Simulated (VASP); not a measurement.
Hf2S, 6 atoms in the cell. Symmetry: P6_3/mmc, No. 194, hexagonal system. Conventional cell: a = 3.381 Å, b = 3.381 Å, c = 11.741 Å, α = 90.00°, β = 90.00°, γ = 120.00°. Hf (site symmetry 3m) has 3 S at 2.63 Å and 10 Hf at 3.06 to 3.52 Å within 3.6 Å. Within 3.5 Å of S (site symmetry -6m2) lie 6 Hf at 2.63 Å and 6 S at 3.38 Å. 

| Quantity | Value |
| --- | --- |
| Program | VASP 6.6.1 |
| Task | single point |
| Functional | r2SCAN |
| Potentials or basis | VASP PAW PBE potentials, release 64 (Hf_pv, S) |
| Cutoff | 520 eV |
| k mesh | 12 × 12 × 4 |
| Occupations | gaussian, width 0.1 eV |
| Spin | no spin polarisation |
| Dipole correction | no |
| Further INCAR settings | ALGO = Normal; EDIFF = 1e-06; NBANDS = 35 |

Potentials or basis: VASP PAW PBE potentials, release 64 (Hf_pv, S).

The run is started by

```console
$ cat potpaw_PBE.64/Hf_pv/POTCAR potpaw_PBE.64/S/POTCAR > POTCAR
$ cp INCAR.step1 INCAR
$ mpirun -np 1 vasp_std > vasp.out
$ cp INCAR.step2 INCAR
$ mpirun -np 1 vasp_std > vasp.out
```

Hardware: 1 thread of Intel(R) Xeon(R) Platinum 8259CL CPU @ 2.50GHz (Skylake/Cascade Lake), on a shared host.

How long does it take, and how much memory?

It took 14 min on 1 thread of Intel(R) Xeon(R) Platinum 8259CL CPU @ 2.50GHz (Skylake/Cascade Lake) (shared host), peak memory 0.38 GiB. Counts: k points 57.
